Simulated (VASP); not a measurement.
# Co (Pm-3m) in VASP: notebook

Co is run at these levels: r2SCAN; tasks: single point.

Program: VASP 6.6.1. These are calculated values, not measurements. Logs are shortened: lines on timing, memory, paths and dates and some standing lists are left out, and cuts for length are marked.

### Step 1. The cell of the first run

It takes space group Pm-3m (No. 221, cubic). The conventional cell has a = 2.230 Å, b = 2.230 Å, c = 2.230 Å, α = 90.00°, β = 90.00°, γ = 90.00°. Co (site symmetry m-3m) has 6 Co at 2.23 Å within 2.9 Å.

This isn't the form of Co at room conditions, which is hcp.

### Step 2. Single point, r2SCAN, collinear spin, ferromagnetic start (11.09 Å³/atom)

Contents of POSCAR:

```
Co
1.0
    2.2299183395      0.0000000000      0.0000000000
    0.0000000000      2.2299183395      0.0000000000
    0.0000000000      0.0000000000      2.2299183395
Co
1
Direct
    0.0000000000      0.0000000000      0.0000000000
```

Contents of INCAR.step1:

```
SYSTEM = Co
ALGO     = Normal         ! electronic algorithm
EDIFF    = 1E-4           ! SCF threshold, eV
ENCUT    = 520            ! plane-wave cutoff, eV
GGA      = PE             ! functional
ISMEAR   = -1             ! smearing method
ISPIN    = 2              ! spin polarisation
LASPH    = .True.         ! aspherical terms in the spheres
LCHARG   = .False.        ! write CHGCAR
LMAXMIX  = 4              ! l up to which the mixer works
LREAL    = .False.        ! projectors in reciprocal space
LWAVE    = .True.         ! write WAVECAR
MAGMOM   = 2.085          ! initial moments
NBANDS   = 14             ! bands
NELM     = 150            ! most SCF steps
PREC     = Accurate       ! precision mode
SIGMA    = 0.05           ! smearing width, eV
```

Contents of INCAR.step2:

```
SYSTEM = Co
ALGO     = Normal         ! electronic algorithm
EDIFF    = 1E-6           ! SCF threshold, eV
ENCUT    = 520            ! plane-wave cutoff, eV
ISIF     = 2              ! what is computed and relaxed
ISMEAR   = -1             ! smearing method
ISPIN    = 2              ! spin polarisation
ISTART   = 1            
LASPH    = .True.         ! aspherical terms in the spheres
LCHARG   = .True.         ! write CHGCAR
LELF     = .True.         ! ELF
LMAXMIX  = 4              ! l up to which the mixer works
LMIXTAU  = .True.       
LORBIT   = 11             ! projections on sites
LREAL    = .False.        ! projectors in reciprocal space
LVHAR    = .True.       
LWAVE    = .False.        ! write WAVECAR
MAGMOM   = 2.085          ! initial moments
METAGGA  = R2SCAN         ! meta-GGA
NBANDS   = 14             ! bands
NELM     = 150            ! most SCF steps
PREC     = Accurate       ! precision mode
SIGMA    = 0.05           ! smearing width, eV
```

Contents of KPOINTS:

```
k-points
0
Gamma
  15 15 15
  0 0 0
```

Potentials or basis: VASP PAW PBE potentials, release 64 (Co).

Run with:

```bash
$ cat potpaw_PBE.64/Co/POTCAR > POTCAR
$ cp INCAR.step1 INCAR
$ mpirun -np 1 vasp_std > vasp.out
$ cp INCAR.step2 INCAR
$ mpirun -np 1 vasp_std > vasp.out
```

OUTCAR:

```text
SYSTEM = Co
   EDIFF = 1E-6
   ENCUT = 520
   ISIF = 2
   ISMEAR = -1
   ISPIN = 2
   ISTART = 1
   LASPH = .True.
   LORBIT = 11
   LREAL = .False.
   METAGGA = R2SCAN
   NELM = 150
   PREC = Accurate

 ion  position               nearest neighbor table
   1  0.000  0.000  0.000-

  LATTYP: Found a simple cubic cell.
 ALAT       =     2.2299183395

  Lattice vectors:

 A1 = (   2.2299183395,   0.0000000000,   0.0000000000)
 A2 = (   0.0000000000,   2.2299183395,   0.0000000000)
 A3 = (   0.0000000000,   0.0000000000,   2.2299183395)

Analysis of symmetry for initial positions (statically):
=====================================================================
 Subroutine PRICEL returns:
 Original cell was already a primitive cell.

 Routine SETGRP: Setting up the symmetry group for a
 simple cubic supercell.

 Subroutine GETGRP returns: Found 48 space group operations
 (whereof 48 operations were pure point group operations)
 out of a pool of 48 trial point group operations.

The static configuration has the point symmetry O_h .

Analysis of symmetry for dynamics (positions and initial velocities):
=====================================================================
 Subroutine PRICEL returns:
 Original cell was already a primitive cell.

 Routine SETGRP: Setting up the symmetry group for a
 simple cubic supercell.

 Subroutine GETGRP returns: Found 48 space group operations
 (whereof 48 operations were pure point group operations)
 out of a pool of 48 trial point group operations.

The dynamic configuration has the point symmetry O_h .

Analysis of structural, dynamic, and magnetic symmetry:
=====================================================================
 Subroutine PRICEL returns:
 Original cell was already a primitive cell.

 Routine SETGRP: Setting up the symmetry group for a
 simple cubic supercell.

 Subroutine GETGRP returns: Found 48 space group operations
 (whereof 48 operations were pure point group operations)
 out of a pool of 48 trial point group operations.

The overall configuration has the point symmetry O_h .

 Subroutine INISYM returns: Found 48 space group operations
 (whereof 48 operations are pure point group operations),
 and found     1 'primitive' translations

----------------------------------------------------------------------------------------

                                     Primitive cell

  volume of cell :      11.0883

  direct lattice vectors                    reciprocal lattice vectors
     2.229918340  0.000000000  0.000000000     0.448446915  0.000000000  0.000000000
     0.000000000  2.229918340  0.000000000     0.000000000  0.448446915  0.000000000
     0.000000000  0.000000000  2.229918340     0.000000000  0.000000000  0.448446915

  length of vectors
     2.229918340  2.229918340  2.229918340     0.448446915  0.448446915  0.448446915

  position of ions in fractional coordinates (direct lattice)
     0.000000000  0.000000000  0.000000000

  ion indices of the primitive-cell ions
   primitive index   ion index
                 1           1

----------------------------------------------------------------------------------------

 KPOINTS: k-points

Automatic generation of k-mesh.
 Grid dimensions read from file:
 generate k-points for:   15   15   15

 Generating k-lattice:

  Cartesian coordinates                     Fractional coordinates (reciprocal lattice)
     0.029896461  0.000000000  0.000000000     0.066666667  0.000000000  0.000000000
     0.000000000  0.029896461  0.000000000     0.000000000  0.066666667  0.000000000
     0.000000000  0.000000000  0.029896461     0.000000000  0.000000000  0.066666667

  Length of vectors
     0.029896461  0.029896461  0.029896461

  Shift w.r.t. Gamma in fractional coordinates (k-lattice)
     0.000000000  0.000000000  0.000000000

 Subroutine IBZKPT returns following result:
 ===========================================

 Found    120 irreducible k-points:

 Following reciprocal coordinates:
            Coordinates               Weight
  0.000000  0.000000  0.000000      1.000000
  0.066667  0.000000  0.000000      6.000000
  0.133333  0.000000  0.000000      6.000000
  0.200000  0.000000  0.000000      6.000000
  0.266667  0.000000  0.000000      6.000000
  0.333333  0.000000  0.000000      6.000000
[... 16 lines left out ...]
  0.266667  0.200000  0.000000     24.000000
  0.333333  0.200000  0.000000     24.000000
 [... further k-points ...]
   k-points           NKPTS =    120   k-points in BZ     NKDIM =    120   number of bands    NBANDS=     14
   number of dos      NEDOS =    301   number of ions     NIONS =      1
   total plane-waves  NPLWV =   5832
   dimension x,y,z NGX =    18 NGY =   18 NGZ =   18
   dimension x,y,z NGXF=    36 NGYF=   36 NGZF=   36
   ions per type =               1
   NGX,Y,Z   is equivalent  to a cutoff of  13.42, 13.42, 13.42 a.u.
   NGXF,Y,Z  is equivalent  to a cutoff of  26.84, 26.84, 26.84 a.u.
 SYSTEM =  Co
[... 36 lines left out ...]
  volume of cell :       11.09
 maximum number of plane-waves:       308
 NGX is ok and might be reduce to    18
   NGX =  9   NGY =  9   NGZ =  9

 number of electron       8.9999990 magnetization       1.9604946

 Free energy of the ion-electron system (eV)
  ---------------------------------------------------
  ext. energy  EPLUGINS =         0.00000000
  ---------------------------------------------------
  free energy    TOTEN  =       -12.37441406 eV

  energy without entropy =      -12.36453008  energy(sigma->0) =      -12.36947207

 E-fermi :  10.5577     XC(G=0): -14.3614

 val. band max:       10.5480002496   @ k =   0.4000   0.2667   0.0667
 cond. band min:      10.5781547347   @ k =   0.4000   0.0667   0.0667
 fundamental gap:      0.0301544851
 Fermi energy:        10.5576603836

 spin component 1

 k-point     1 :       0.0000    0.0000    0.0000
  band No.  band energies     occupation
      1       0.8236      1.00000
      2       4.7647      1.00000
      3       4.7647      1.00000
      4       8.5979      1.00000
      5       8.5979      1.00000
      6       8.5979      1.00000
      7      31.7292      0.00000
      8      31.7292      0.00000
      9      31.7292      0.00000
     10      35.8194      0.00000
     11      35.8194      0.00000
     12      40.5610      0.00000
     13      43.4071      0.00000
     14      54.5624      0.00000

 k-point     2 :       0.0667    0.0000    0.0000
  band No.  band energies     occupation
      1       0.9754      1.00000
      2       4.7881      1.00000
      3       4.8484      1.00000
      4       8.5334      1.00000
      5       8.5334      1.00000
      6       8.6031      1.00000
      7      29.8477      0.00000
      8      31.9359      0.00000
      9      31.9359      0.00000
     10      35.8231      0.00000
[... 362 lines left out ...]
 k-point    24 :       0.3333    0.2000    0.0000
  band No.  band energies     occupation
      1       4.4936      1.00000
      2       5.5407      1.00000
      3       6.5706      1.00000
      4       7.6325      1.00000
      5       8.2387      1.00000
      6       8.4952      1.00000
      7      19.1679      0.00000
      8      27.4117      0.00000
      9      36.8084      0.00000
     10      37.9600      0.00000
     11      38.5363      0.00000
     12      42.1813      0.00000
     13      47.0796      0.00000
     14      48.2973      0.00000

 [... further k-points ...]

 spin component 2

 k-point     1 :       0.0000    0.0000    0.0000
  band No.  band energies     occupation
      1       0.6681      1.00000
      2       6.3354      1.00000
      3       6.3355      1.00000
      4      12.2083      0.00000
      5      12.2083      0.00000
      6      12.2083      0.00000
      7      32.7963      0.00000
      8      32.7963      0.00000
      9      32.7965      0.00000
     10      36.2842      0.00000
     11      36.2844      0.00000
     12      41.5474      0.00000
     13      50.6647      0.00000
     14      56.2119      0.00000

 k-point     2 :       0.0667    0.0000    0.0000
  band No.  band energies     occupation
      1       0.8229      1.00000
      2       6.3641      1.00000
      3       6.4192      1.00000
      4      12.1293      0.00000
      5      12.1294      0.00000
      6      12.2143      0.00000
      7      30.7197      0.00000
      8      33.0149      0.00000
      9      33.0152      0.00000
     10      36.2766      0.00000
[... 362 lines left out ...]
 k-point    24 :       0.3333    0.2000    0.0000
  band No.  band energies     occupation
      1       4.9937      1.00000
      2       7.2571      1.00000
      3       8.2984      1.00000
      4      10.8242      0.00482
      5      11.0515      0.00005
      6      11.7783      0.00000
      7      20.0292      0.00000
      8      28.1873      0.00000
      9      37.6546      0.00000
     10      38.9935      0.00000
     11      39.2344      0.00000
     12      47.8696      0.00000
     13      49.7545      0.00000
     14      50.0517      0.00000

 [... further k-points ...]
[... 5 lines left out ...]
  --------------------------------------------------------------------------------------
  -------------------------------------------------------------------------------------
  Total        1.8469630      1.8469630      1.8469630      0.0000000      0.0000000      0.0000000
  in kB      266.8713203    266.8713203    266.8713203      0.0000000      0.0000000      0.0000000
  external PRESSURE =     266.8713203 kB  Pullay stress =       0.0000000 kB

 VOLUME and BASIS-vectors are now :
 -----------------------------------------------------------------------------
  energy-cutoff  :      520.00
  volume of cell :       11.09
      direct lattice vectors                 reciprocal lattice vectors
     2.229918340  0.000000000  0.000000000     0.448446915  0.000000000  0.000000000
     0.000000000  2.229918340  0.000000000     0.000000000  0.448446915  0.000000000
     0.000000000  0.000000000  2.229918340     0.000000000  0.000000000  0.448446915

 POSITION                                       TOTAL-FORCE (eV/Angst)
 -----------------------------------------------------------------------------------
      0.00000      0.00000      0.00000         0.000000      0.000000      0.000000
 -----------------------------------------------------------------------------------
    total drift:                                0.000000      0.000000      0.000000

  FREE ENERGIE OF THE ION-ELECTRON SYSTEM (eV)
  ---------------------------------------------------
  free  energy   TOTEN  =       -12.3744140560 eV

  energy  without entropy=      -12.3645300791  energy(sigma->0) =      -12.36947207

 total charge

# of ion       s       p       d       tot
------------------------------------------
    1        0.570   0.553   7.324   8.447

 magnetization (x)

# of ion       s       p       d       tot
------------------------------------------
    1        0.019  -0.008   1.978   1.988
```

It took 2.3 min on 1 thread of Intel Xeon 8259CL, shared host; peak memory 0.15 GiB.

What came out:

```
Free energy                                           : -12.3744 eV
Pressure                                              : 26.7 GPa
Net moment                                            : 1.96 μB per cell
Site moments                                          : Co +1.99 μB
Valence electrons inside the program's atomic spheres : Co 8.45
```

Levels at points of the mesh, in eV from the Fermi level:
Spin up:
```
           k point  band 3  band 4  band 5  band 6  band 7  band 8  band 9  band 10
(0.00, 0.00, 0.00)   -5.79   -1.96   -1.96   -1.96   21.17   21.17   21.17    25.26
```
Spin down:
| k point | band 1 | band 2 | band 3 | band 4 | band 5 | band 6 |
| --- | --- | --- | --- | --- | --- | --- |
| (0.00, 0.00, 0.00) | -9.89 | -4.22 | -4.22 | 1.65 | 1.65 | 1.65 |

Caveat: the cell stands under pressure; the PAW data sets were made with another functional, which shifts forces and pressure a little.

### Step 3. Single point, r2SCAN, collinear spin, ferromagnetic start (11.59 Å³/atom)

This run uses another cell than the first one, of 11.59 Å³/atom.

Contents of POSCAR:

```
Co
1.0
    2.2632056103      0.0000000000      0.0000000000
    0.0000000000      2.2632056103      0.0000000000
    0.0000000000      0.0000000000      2.2632056103
Co
1
Direct
    0.0000000000      0.0000000000      0.0000000000
```

Contents of INCAR.step1:

```
PREC     = Accurate       # precision mode
ENCUT    = 520            # plane-wave cutoff, eV
ISMEAR   = -1             # smearing method
SIGMA    = 0.05           # smearing width, eV
LREAL    = F              # projectors in reciprocal space
LASPH    = T              # aspherical terms in the spheres
NELM     = 150            # most SCF steps
ISPIN    = 2              # spin polarisation
MAGMOM   = 2.085          # initial moments
LMAXMIX  = 4              # l up to which the mixer works
NBANDS   = 14             # bands
GGA      = PE             # functional
ALGO     = Normal         # electronic algorithm
EDIFF    = 1E-4           # SCF threshold, eV
LWAVE    = T              # write WAVECAR
LCHARG   = F              # write CHGCAR
```

Contents of INCAR.step2:

```
PREC     = Accurate       # precision mode
ENCUT    = 520            # plane-wave cutoff, eV
EDIFF    = 1E-7           # SCF threshold, eV
ISMEAR   = -1             # smearing method
SIGMA    = 0.05           # smearing width, eV
LREAL    = F              # projectors in reciprocal space
LASPH    = T              # aspherical terms in the spheres
NELM     = 150            # most SCF steps
ALGO     = Normal         # electronic algorithm
ISIF     = 2              # what is computed and relaxed
LWAVE    = F              # write WAVECAR
LCHARG   = T              # write CHGCAR
ISPIN    = 2              # spin polarisation
MAGMOM   = 2.085          # initial moments
LORBIT   = 11             # projections on sites
LMAXMIX  = 4              # l up to which the mixer works
METAGGA  = R2SCAN         # meta-GGA
LMIXTAU  = T            
LELF     = T              # ELF
LVHAR    = T            
NBANDS   = 14             # bands
ISTART   = 1
```

Contents of KPOINTS:

```
regular mesh
0
Gamma
  15 15 15
```

Potentials or basis: VASP PAW PBE potentials, release 64 (Co).

Run with:

```bash
$ cat potpaw_PBE.64/Co/POTCAR > POTCAR
$ cp INCAR.step1 INCAR
$ mpirun -np 1 vasp_std > vasp.out
$ cp INCAR.step2 INCAR
$ mpirun -np 1 vasp_std > vasp.out
```

Wall time 2.4 min (1 thread of Intel Xeon 8259CL, shared host); peak memory 0.15 GiB.

Results (log left out):

| Property | Result |
| --- | --- |
| Free energy | -12.4405 eV |
| Pressure | 15.6 GPa |
| Net moment | 1.98 μB per cell |
| Site moments | Co +2.02 μB |
| Valence electrons inside the program's atomic spheres | Co 8.36 |

Levels at points of the mesh, in eV from the Fermi level:
Spin up:
| k point | band 4 | band 5 | band 6 | band 7 | band 8 | band 9 |
| --- | --- | --- | --- | --- | --- | --- |
| (0.00, 0.00, 0.00) | -2.09 | -2.09 | -2.09 | 20.55 | 20.55 | 20.55 |
Spin down:
```tsv
k point	band 1	band 2	band 3	band 4	band 5	band 6	band 7	band 8
(0.00, 0.00, 0.00)	-9.64	-4.05	-4.05	1.57	1.57	1.57	21.62	21.62
```

Caveat: the cell stands under pressure; the PAW data sets were made with another functional, which shifts forces and pressure a little.

### Step 4. Single point, r2SCAN, collinear spin, ferromagnetic start (12.10 Å³/atom)

This run uses another cell than the first one, of 12.10 Å³/atom.

Contents of POSCAR:

```
Co
1.0
    2.2955414878      0.0000000000      0.0000000000
    0.0000000000      2.2955414878      0.0000000000
    0.0000000000      0.0000000000      2.2955414878
Co
1
Direct
    0.0000000000      0.0000000000      0.0000000000
```

Contents of INCAR.step1:

```
SYSTEM = Co
ALGO = Normal
EDIFF = 1E-4
ENCUT = 520
GGA = PE
ISMEAR = -1
ISPIN = 2
LASPH = .TRUE.
LCHARG = .FALSE.
LMAXMIX = 4
LREAL = .FALSE.
LWAVE = .TRUE.
MAGMOM = 2.085
NBANDS = 14
NELM = 150
PREC = Accurate
SIGMA = 0.05
```

Contents of INCAR.step2:

```
SYSTEM = Co
ALGO = Normal
EDIFF = 1E-6
ENCUT = 520
ISIF = 2
ISMEAR = -1
ISPIN = 2
ISTART = 1
LASPH = .TRUE.
LCHARG = .FALSE.
LMAXMIX = 4
LMIXTAU = .TRUE.
LORBIT = 11
LREAL = .FALSE.
LWAVE = .FALSE.
MAGMOM = 2.085
METAGGA = R2SCAN
NBANDS = 14
NELM = 150
PREC = Accurate
SIGMA = 0.05
```

Contents of KPOINTS:

```
k-points
0
G
  15 15 15
  0 0 0
```

Run with:

```bash
$ cat potpaw_PBE.64/Co/POTCAR > POTCAR
$ cp INCAR.step1 INCAR
$ mpirun -np 1 vasp_std > vasp.out
$ cp INCAR.step2 INCAR
$ mpirun -np 1 vasp_std > vasp.out
```

Run time: 2.5 min. Hardware: 1 thread of Intel Xeon 8259CL, shared host; peak memory 0.15 GiB.

Results (log left out):

```
Free energy                                           : -12.4753 eV
Pressure                                              : 6.8 GPa
Net moment                                            : 2.00 μB per cell
Site moments                                          : Co +2.04 μB
Valence electrons inside the program's atomic spheres : Co 8.28
```

Levels at points of the mesh, in eV from the Fermi level:
Spin up:
```csv
k point,band 3,band 4,band 5,band 6,band 7,band 8,band 9,band 10
"(0.00, 0.00, 0.00)",-5.46,-2.20,-2.20,-2.20,19.97,19.97,19.97,23.79
```
Spin down:
```tsv
k point	band 1	band 2	band 3	band 4	band 5	band 6	band 7	band 8
(0.00, 0.00, 0.00)	-9.40	-3.89	-3.89	1.50	1.50	1.50	21.04	21.04
```

Caveat: the cell stands under pressure; the PAW data sets were made with another functional, which shifts forces and pressure a little.

### Step 5. Summary

```csv
cell,gap on the mesh (eV),pressure (GPa),moment (μB)
"a = 2.230 Å, 1 atom",none,26.7,1.96
"a = 2.263 Å, 1 atom",none,15.6,1.98
"a = 2.296 Å, 1 atom",none,6.8,2.00
```

Alike in all rows: task single point; level r2SCAN; potentials or basis VASP PAW PBE potentials, release 64 (Co); spin collinear, ferromagnetic start; k mesh 15 × 15 × 15; cutoff (eV) 520; smearing fermi-dirac 0.05 eV.

Caveats: the cell stands under pressure; the PAW data sets were made with another functional, which shifts forces and pressure a little.

Total energies depend on the potentials used, so only differences within one code and one set of settings carry meaning.

The gap in the log of VASP goes by the Fermi energy; the results here count the filled bands.